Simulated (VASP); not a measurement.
# BAs in VASP: notebook, part 2 of 2

VASP 6.6.1. Earlier steps stand in the parts before.

## Step 3: Single point, PBE, collinear spin

Contents of INCAR:

```
SYSTEM = BAs
ALGO = Normal
EDIFF = 1E-6
ENCUT = 520
GGA = PE
ISIF = 2
ISMEAR = 0
ISPIN = 2
LASPH = .TRUE.
LCHARG = .TRUE.
LELF = .TRUE.
LORBIT = 11
LREAL = .FALSE.
LVHAR = .TRUE.
LWAVE = .FALSE.
MAGMOM = 0.5 0.5
NBANDS = 15
NELM = 150
PREC = Accurate
SIGMA = 0.05
```

Contents of KPOINTS:

```
k-points
0
G
  1 1 17
  0 0 0
```

Contents of POSCAR:

```
BAs
1.0
    9.0000000000      0.0000000000      0.0000000000
    0.0000000000      9.3000000000      0.0000000000
    0.0000000000      0.0000000000      3.5810733676
B As
1 1
Direct
    0.5000000000      0.5000000000     -0.0174993033
    0.5000000000      0.5000000000      0.4824993033
```

Potentials or basis: VASP PAW PBE potentials, release 64 (B, As).

Command:

```sh
cat potpaw_PBE.64/B/POTCAR potpaw_PBE.64/As/POTCAR > POTCAR
mpirun -np 1 vasp_std > vasp.out
```

OUTCAR:

```text
SYSTEM = BAs
   EDIFF = 1E-6
   ENCUT = 520
   GGA = PE
   ISIF = 2
   ISMEAR = 0
   ISPIN = 2
   LASPH = .TRUE.
   LORBIT = 11
   LREAL = .FALSE.
   NELM = 150
   PREC = Accurate

 ion  position               nearest neighbor table
   1  0.500  0.500  0.983-   2 1.79   2 1.79
   2  0.500  0.500  0.482-   1 1.79   1 1.79

  LATTYP: Found a simple orthorhombic cell.
 ALAT       =     3.5810733676
 B/A-ratio  =     2.5132129605
 C/A-ratio  =     2.5969867259

  Lattice vectors:

 A1 = (   0.0000000000,   0.0000000000,   3.5810733676)
 A2 = (   9.0000000000,   0.0000000000,   0.0000000000)
 A3 = (   0.0000000000,   9.3000000000,   0.0000000000)

Analysis of symmetry for initial positions (statically):
=====================================================================
 Subroutine PRICEL returns:
 Original cell was already a primitive cell.

 Routine SETGRP: Setting up the symmetry group for a
 simple orthorhombic supercell.

 Subroutine GETGRP returns: Found  8 space group operations
 (whereof  4 operations were pure point group operations)
 out of a pool of  8 trial point group operations.

The static configuration has the point symmetry C_2v.
 The point group associated with its full space group is D_2h.

Analysis of symmetry for dynamics (positions and initial velocities):
=====================================================================
 Subroutine PRICEL returns:
 Original cell was already a primitive cell.

 Routine SETGRP: Setting up the symmetry group for a
 simple orthorhombic supercell.

 Subroutine GETGRP returns: Found  8 space group operations
 (whereof  4 operations were pure point group operations)
 out of a pool of  8 trial point group operations.

The dynamic configuration has the point symmetry C_2v.
 The point group associated with its full space group is D_2h.

Analysis of structural, dynamic, and magnetic symmetry:
=====================================================================
 Subroutine PRICEL returns:
 Original cell was already a primitive cell.

 Routine SETGRP: Setting up the symmetry group for a
 simple orthorhombic supercell.

 Subroutine GETGRP returns: Found  8 space group operations
 (whereof  4 operations were pure point group operations)
 out of a pool of  8 trial point group operations.

The overall configuration has the point symmetry C_2v.
 The point group associated with its full space group is D_2h.

 Subroutine INISYM returns: Found  8 space group operations
 (whereof  4 operations are pure point group operations),
 and found     1 'primitive' translations

----------------------------------------------------------------------------------------

                                     Primitive cell

  volume of cell :     299.7358

  direct lattice vectors                    reciprocal lattice vectors
     9.000000000  0.000000000  0.000000000     0.111111111  0.000000000  0.000000000
     0.000000000  9.300000000  0.000000000     0.000000000  0.107526882  0.000000000
     0.000000000  0.000000000  3.581073368     0.000000000  0.000000000  0.279245885

  length of vectors
     9.000000000  9.300000000  3.581073368     0.111111111  0.107526882  0.279245885

  position of ions in fractional coordinates (direct lattice)
     0.500000000  0.500000000  0.982500697
     0.500000000  0.500000000  0.482499303

  ion indices of the primitive-cell ions
   primitive index   ion index
                 1           1
[... 80 lines left out ...]
  Thomas-Fermi vector in A             =   1.491477
   LORBIT       =     11    0 simple, 1 ext, 2 COOP (PROOUT), +10 PAW based schemes
   GGA     = PE    functional components
   LHFCALC =     F    Hartree Fock is set to
   AEXX    =    0.0000 exact exchange contribution
   IVDW    =     0    specifies the selected vdW correction
   LEPSILON=     F    determine dielectric tensor
   LRPA    =     F    only Hartree local field effects (RPA)
 spin polarized calculation
 Gauss-broadening in eV      SIGMA  =   0.05
  energy-cutoff  :      520.00
  volume of cell :      299.74
 maximum number of plane-waves:      8097
 NGX is ok and might be reduce to    70
   NGX = 33   NGY = 35   NGZ = 13

 number of electron       8.0000000 magnetization       0.0000023

 number of electron       8.0000000 magnetization      -0.0000132

 Free energy of the ion-electron system (eV)
  ---------------------------------------------------
  ext. energy  EPLUGINS =         0.00000000
  ---------------------------------------------------
  free energy    TOTEN  =        -8.19779055 eV

  energy without entropy =       -8.19779055  energy(sigma->0) =       -8.19779055

 E-fermi :  -4.2303     XC(G=0):  -2.1574

 val. band max:       -4.5137924587   @ k =   0.0000   0.0000   0.4706
 cond. band min:      -3.6072738915   @ k =   0.0000   0.0000   0.4706
 fundamental gap:      0.9065185671
 Fermi energy:        -4.2302634008

 spin component 1

 k-point     1 :       0.0000    0.0000    0.0000
  band No.  band energies     occupation
      1     -16.6712      1.00000
      2      -9.4457      1.00000
      3      -7.0021      1.00000
      4      -7.0018      1.00000
      5      -2.6739      0.00000
      6      -0.2037      0.00000
      7       1.2741      0.00000
      8       1.6616      0.00000
      9       1.7511      0.00000
     10       2.0224      0.00000
     11       2.4398      0.00000
     12       2.4553      0.00000
     13       2.4898      0.00000
     14       3.8835      0.00000
[... 130 lines left out ...]
      1     -15.6268      1.00000
      2     -12.5518      1.00000
      3      -4.5141      1.00000
      4      -4.5138      1.00000
      5      -3.6073      0.00000
      6      -3.6070      0.00000
      7       1.5138      0.00000
      8       2.6758      0.00000
      9       3.8155      0.00000
     10       3.8422      0.00000
     11       4.3908      0.00000
     12       4.4979      0.00000
     13       4.5135      0.00000
     14       4.5768      0.00000
     15       5.1478      0.00000
 Fermi energy:        -4.2302634008

 spin component 2

 k-point     1 :       0.0000    0.0000    0.0000
  band No.  band energies     occupation
      1     -16.6712      1.00000
      2      -9.4457      1.00000
      3      -7.0021      1.00000
      4      -7.0018      1.00000
      5      -2.6739      0.00000
      6      -0.2101      0.00000
      7       1.2705      0.00000
      8       1.6569      0.00000
      9       1.7482      0.00000
     10       2.0218      0.00000
     11       2.3993      0.00000
     12       2.4514      0.00000
     13       2.4867      0.00000
     14       3.8700      0.00000
[... 131 lines left out ...]
      2     -12.5518      1.00000
      3      -4.5141      1.00000
      4      -4.5138      1.00000
      5      -3.6073      0.00000
      6      -3.6070      0.00000
      7       1.5128      0.00000
      8       2.6692      0.00000
      9       3.8100      0.00000
     10       3.8312      0.00000
     11       4.3838      0.00000
     12       4.4974      0.00000
     13       4.5085      0.00000
     14       4.5728      0.00000
     15       5.1085      0.00000

------------------------ aborting loop because EDIFF is reached ----------------------------------------

  FORCE on cell =-STRESS in cart. coord.  units (eV):
  Direction    XX          YY          ZZ          XY          YZ          ZX
  --------------------------------------------------------------------------------------
  -------------------------------------------------------------------------------------
  Total        0.0110530      0.0058948      0.4417391      0.0000000      0.0000000      0.0000000
  in kB        0.0590818      0.0315092      2.3612268      0.0000000      0.0000000      0.0000000
  external PRESSURE =       0.8172726 kB  Pullay stress =       0.0000000 kB

 VOLUME and BASIS-vectors are now :
 -----------------------------------------------------------------------------
  energy-cutoff  :      520.00
  volume of cell :      299.74
      direct lattice vectors                 reciprocal lattice vectors
     9.000000000  0.000000000  0.000000000     0.111111111  0.000000000  0.000000000
     0.000000000  9.300000000  0.000000000     0.000000000  0.107526882  0.000000000
     0.000000000  0.000000000  3.581073368     0.000000000  0.000000000  0.279245885

 POSITION                                       TOTAL-FORCE (eV/Angst)
 -----------------------------------------------------------------------------------
      4.50000      4.65000      3.51841         0.000000      0.000000      0.000000
      4.50000      4.65000      1.72787         0.000000      0.000000     -0.000000
 -----------------------------------------------------------------------------------
    total drift:                                0.000000      0.000000      0.000324

  FREE ENERGIE OF THE ION-ELECTRON SYSTEM (eV)
  ---------------------------------------------------
  free  energy   TOTEN  =        -8.1977905461 eV

  energy  without entropy=       -8.1977905461  energy(sigma->0) =       -8.19779055

 total charge

# of ion       s       p       d       tot
------------------------------------------
    1        0.673   1.133   0.000   1.806
    2        1.153   1.773   0.041   2.966
--------------------------------------------------
tot          1.825   2.906   0.041   4.772

 magnetization (x)

# of ion       s       p       d       tot
------------------------------------------
    1       -0.000  -0.000   0.000  -0.000
    2        0.000   0.000  -0.000   0.000
--------------------------------------------------
tot          0.000   0.000  -0.000   0.000
```

Run time: 97 s. Hardware: 1 thread of Intel Xeon 6975P-C (Granite Rapids), shared host; peak memory 0.46 GiB.

What came out:

```yaml
Free_energy: -8.1978 eV
Band_gap_on_the_k_mesh: 0.91 eV
Net_moment: 0.00 μB per cell
Valence_electrons_inside_the_program's_atomic_spheres: B 1.81; As 2.97
```

Levels at points of the mesh, in eV from the valence-band top:
Spin up:
```csv
k point,band 1,band 2,band 3,band 4,band 5,band 6,band 7,band 8
"(0.00, 0.00, 0.00)",-12.16,-4.93,-2.49,-2.49,1.84,4.31,5.79,6.18
```
Spin down:
```csv
k point,band 1,band 2,band 3,band 4,band 5,band 6,band 7,band 8
"(0.00, 0.00, 0.00)",-12.16,-4.93,-2.49,-2.49,1.84,4.30,5.78,6.17
```

## Step 4: Single point, PBE, collinear spin

This run uses another cell than the first one.

Contents of INCAR:

```
  PREC = Accurate
  ENCUT = 520
  EDIFF = 1E-6
  ISMEAR = 0
  SIGMA = 0.05
  LREAL = F
  LASPH = T
  NELM = 150
  ALGO = Normal
  ISIF = 2
  LWAVE = F
  LCHARG = T
  ISPIN = 2
  MAGMOM = 0.5 0.5
  LORBIT = 11
  GGA = PE
  LELF = T
  LVHAR = T
  NBANDS = 15
```

Contents of KPOINTS:

```
Automatic mesh
0
Gamma
  1 1 17
```

Contents of POSCAR:

```
BAs
1.0
    9.0000000000      0.0000000000      0.0000000000
    0.0000000000      9.3000000000      0.0000000000
    0.0000000000      0.0000000000      3.7481060708
B As
1 1
Direct
    0.5000000000      0.5000000000      0.0000000000
    0.5000000000      0.5000000000      0.5000000000
```

Potentials or basis: VASP PAW PBE potentials, release 64 (B, As).

Command:

```sh
cat potpaw_PBE.64/B/POTCAR potpaw_PBE.64/As/POTCAR > POTCAR
mpirun -np 1 vasp_std > vasp.out
```

OUTCAR:

```text
PREC = Accurate
   ENCUT = 520
   EDIFF = 1E-6
   ISMEAR = 0
   LREAL = F
   LASPH = T
   NELM = 150
   ISIF = 2
   ISPIN = 2
   LORBIT = 11
   GGA = PE

 ion  position               nearest neighbor table
   1  0.500  0.500  0.000-   2 1.87   2 1.87
   2  0.500  0.500  0.500-   1 1.87   1 1.87

  LATTYP: Found a simple orthorhombic cell.
 ALAT       =     3.7481060708
 B/A-ratio  =     2.4012127272
 C/A-ratio  =     2.4812531514

  Lattice vectors:

 A1 = (   0.0000000000,   0.0000000000,   3.7481060708)
 A2 = (   9.0000000000,   0.0000000000,   0.0000000000)
 A3 = (   0.0000000000,   9.3000000000,   0.0000000000)

Analysis of symmetry for initial positions (statically):
=====================================================================
 Subroutine PRICEL returns:
 Original cell was already a primitive cell.

 Routine SETGRP: Setting up the symmetry group for a
 simple orthorhombic supercell.

 Subroutine GETGRP returns: Found  8 space group operations
 (whereof  8 operations were pure point group operations)
 out of a pool of  8 trial point group operations.

The static configuration has the point symmetry D_2h.

Analysis of symmetry for dynamics (positions and initial velocities):
=====================================================================
 Subroutine PRICEL returns:
 Original cell was already a primitive cell.

 Routine SETGRP: Setting up the symmetry group for a
 simple orthorhombic supercell.

 Subroutine GETGRP returns: Found  8 space group operations
 (whereof  8 operations were pure point group operations)
 out of a pool of  8 trial point group operations.

The dynamic configuration has the point symmetry D_2h.

Analysis of structural, dynamic, and magnetic symmetry:
=====================================================================
 Subroutine PRICEL returns:
 Original cell was already a primitive cell.

 Routine SETGRP: Setting up the symmetry group for a
[... 301 lines left out ...]
      6      -3.7240      0.00000
      7       1.0054      0.00000
      8       2.3428      0.00000
      9       3.2645      0.00000
     10       3.5759      0.00000
     11       4.1389      0.00000
     12       4.2565      0.00000
     13       4.2638      0.00000
     14       4.2764      0.00000
     15       4.7573      0.00000
 Fermi energy:        -4.3770423607

 spin component 2

 k-point     1 :       0.0000    0.0000    0.0000
  band No.  band energies     occupation
      1     -16.4295      1.00000
      2      -9.3789      1.00000
      3      -6.8075      1.00000
      4      -6.8072      1.00000
      5      -3.8924      0.00000
      6      -0.2156      0.00000
      7       1.2577      0.00000
      8       1.2613      0.00000
      9       1.2799      0.00000
     10       1.9699      0.00000
     11       2.0121      0.00000
     12       2.0755      0.00000
     13       2.4531      0.00000
     14       3.8467      0.00000
[... 131 lines left out ...]
      2     -12.4360      1.00000
      3      -4.5987      1.00000
      4      -4.5983      1.00000
      5      -3.7243      0.00000
      6      -3.7240      0.00000
      7       1.0062      0.00000
      8       2.3531      0.00000
      9       3.2814      0.00000
     10       3.5787      0.00000
     11       4.1511      0.00000
     12       4.2578      0.00000
     13       4.2729      0.00000
     14       4.2798      0.00000
     15       4.8218      0.00000

------------------------ aborting loop because EDIFF is reached ----------------------------------------

  FORCE on cell =-STRESS in cart. coord.  units (eV):
  Direction    XX          YY          ZZ          XY          YZ          ZX
  --------------------------------------------------------------------------------------
  -------------------------------------------------------------------------------------
  Total        0.0141540      0.0081393     -7.2514011      0.0000000      0.0000000     -0.0000000
  in kB        0.0722856      0.0415681    -37.0335357      0.0000000      0.0000000     -0.0000000
  external PRESSURE =     -12.3065607 kB  Pullay stress =       0.0000000 kB

 VOLUME and BASIS-vectors are now :
 -----------------------------------------------------------------------------
  energy-cutoff  :      520.00
  volume of cell :      313.72
      direct lattice vectors                 reciprocal lattice vectors
     9.000000000  0.000000000  0.000000000     0.111111111  0.000000000  0.000000000
     0.000000000  9.300000000  0.000000000     0.000000000  0.107526882  0.000000000
     0.000000000  0.000000000  3.748106071     0.000000000  0.000000000  0.266801414

 POSITION                                       TOTAL-FORCE (eV/Angst)
 -----------------------------------------------------------------------------------
      4.50000      4.65000      0.00000         0.000000      0.000000      0.000000
      4.50000      4.65000      1.87405         0.000000      0.000000      0.000000
 -----------------------------------------------------------------------------------
    total drift:                                0.000000      0.000000      0.000000

  FREE ENERGIE OF THE ION-ELECTRON SYSTEM (eV)
  ---------------------------------------------------
  free  energy   TOTEN  =        -8.0350794996 eV

  energy  without entropy=       -8.0350794996  energy(sigma->0) =       -8.03507950

 total charge

# of ion       s       p       d       tot
------------------------------------------
    1        0.640   1.027   0.000   1.667
    2        1.137   1.685   0.031   2.852
--------------------------------------------------
tot          1.776   2.712   0.031   4.519

 magnetization (x)

# of ion       s       p       d       tot
------------------------------------------
    1        0.000   0.000   0.000   0.000
    2       -0.000  -0.000   0.000  -0.000
--------------------------------------------------
tot          0.000  -0.000   0.000  -0.000
```

OSZICAR:

```text
N       E                     dE             d eps       ncg     rms          rms(c)
DAV:   1     0.413561852739E+02    0.41356E+02   -0.18926E+03   540   0.295E+02
[... 13 lines left out ...]
DAV:  15    -0.803480992645E+01   -0.26628E-03   -0.87669E-05   547   0.437E-02    0.123E-02
DAV:  16    -0.803486233728E+01   -0.52411E-04   -0.56467E-06   561   0.122E-02    0.617E-03
DAV:  17    -0.803501297405E+01   -0.15064E-03   -0.10168E-05   547   0.118E-02    0.245E-03
DAV:  18    -0.803504340228E+01   -0.30428E-04   -0.13036E-06   589   0.423E-03    0.196E-03
DAV:  19    -0.803506874571E+01   -0.25343E-04   -0.16232E-06   540   0.550E-03    0.627E-04
DAV:  20    -0.803507913219E+01   -0.10386E-04   -0.96934E-07   554   0.368E-03    0.308E-04
DAV:  21    -0.803507949963E+01   -0.36744E-06   -0.29936E-08   617   0.626E-04
   1 F= -.80350795E+01 E0= -.80350795E+01  d E =-.201517E-10  mag=    -0.0000
```

stdout:

```text
POSCAR found type information on POSCAR B As
 POSCAR found :  2 types and       2 ions
 scaLAPACK will be used
 LDA part: xc-table for (Slater+PW92), standard interpolation
 POSCAR, INCAR and KPOINTS ok, starting setup
 FFT: planning ... GRIDC
 FFT: planning ... GRID_SOFT
 FFT: planning ... GRID
 WAVECAR not read
 entering main loop
```

It took 76 s on 1 thread of Intel Xeon 6975P-C (Granite Rapids), shared host; peak memory 0.47 GiB.

What came out:

```yaml
Free_energy: -8.0351 eV
Band_gap_on_the_k_mesh: 0.71 eV (least direct gap 0.87 eV)
Net_moment: 0.00 μB per cell
Valence_electrons_inside_the_program's_atomic_spheres: B 1.67; As 2.85
```

## Step 5: The runs side by side

| cell | gap on the mesh (eV) | moment (μB) |
| --- | --- | --- |
| a = 9.000, b = 9.300, c = 3.580 Å, 2 atoms | 0.91 | 0.00 |
| a = 9.000, b = 9.300, c = 3.581 Å, 2 atoms | 0.91 | 0.00 |
| a = 9.000, b = 9.300, c = 3.748 Å, 2 atoms | 0.71 | 0.00 |

Alike in all rows: task single point; level PBE; potentials or basis VASP PAW PBE potentials, release 64 (B, As); spin collinear; k mesh 1 × 1 × 17; cutoff (eV) 520; smearing gaussian 0.05 eV.

Absolute energies hang on the potentials; compare differences alone.
